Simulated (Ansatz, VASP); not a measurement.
One calculation of Li2O, two programs

```xyz
3
Lattice="0.0000 2.2899 2.2899 2.2899 0.0000 2.2899 2.2899 2.2899 0.0000" Properties=species:S:1:pos:R:3 pbc="T T T"
Li    1.1450    1.1450    1.1450
Li    3.4349    3.4349    3.4349
O     0.0000    0.0000    0.0000
```

Alike in both runs: functional PBEsol; k mesh 14 × 14 × 14; occupations fermi-dirac, width 0.05 eV; no spin polarisation.

Ansatz relaxed the structure, and its values are those at the end. VASP's run is a single point on that final structure, the one shown.

```csv
,VASP,Ansatz
version,VASP 6.6.1,Ansatz 0.2.0
potentials or method,"VASP PAW PBE potentials, release 64 (Li_sv, O)","PAW with Ansatz's default frozen-core files, scalar-relativistic"
plane-wave cutoff (eV),750,420
valence electrons in the cell,12,12
```

|  | VASP | Ansatz | Ansatz less VASP |
| --- | --- | --- | --- |
| pressure (GPa) | 0.1 | 0.0 | -0.11 |

VASP's potentials were made for PBE, not for PBEsol.
